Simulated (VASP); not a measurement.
**MgS (l.bB): single point with LDA**

MgS (l.bB):

```
Mg S
1.0
     0.00000    2.59500    2.59500
     2.59500    0.00000    2.59500
     2.59500    2.59500    0.00000
Mg S
1 1
Direct
  0.00000 0.00000 0.00000
  0.50000 0.50000 0.50000
```

```json
{"Program": "VASP 6.6.1", "Task": "single point", "Functional": "LDA", "Potentials or basis": "VASP PAW LDA potentials, release 64 (Mg, S)", "Cutoff": "600 eV", "k mesh": "6 × 6 × 6", "Occupations": "gaussian, width 0.1 eV", "Spin": "no spin polarisation", "Dipole correction": "no", "Further INCAR settings": "ALGO = Normal; EDIFF = 1e-06; NBANDS = 11"}
```

```
Pressure               : -3.3 GPa
Band gap on the k mesh : 2.57 eV, indirect (least direct gap 3.55 eV)
```

Levels at points of the mesh, in eV from the valence-band top:
```csv
k point,band 2,band 3,band 4,band 5,band 6,band 7
"(0.00, 0.00, 0.00)",0.00,0.00,0.00,3.55,7.83,7.83
"(0.50, 0.00, 0.00)",-4.95,-0.60,-0.60,4.39,6.75,6.75
"(0.50, 0.50, 0.00)",-4.29,-1.73,-1.73,2.57,4.23,11.87
```

Wall time 6.6 s on 1 thread of AMD EPYC 9R45 (Zen 5) (shared host), peak memory 0.11 GiB.

A k mesh can miss the band edges.
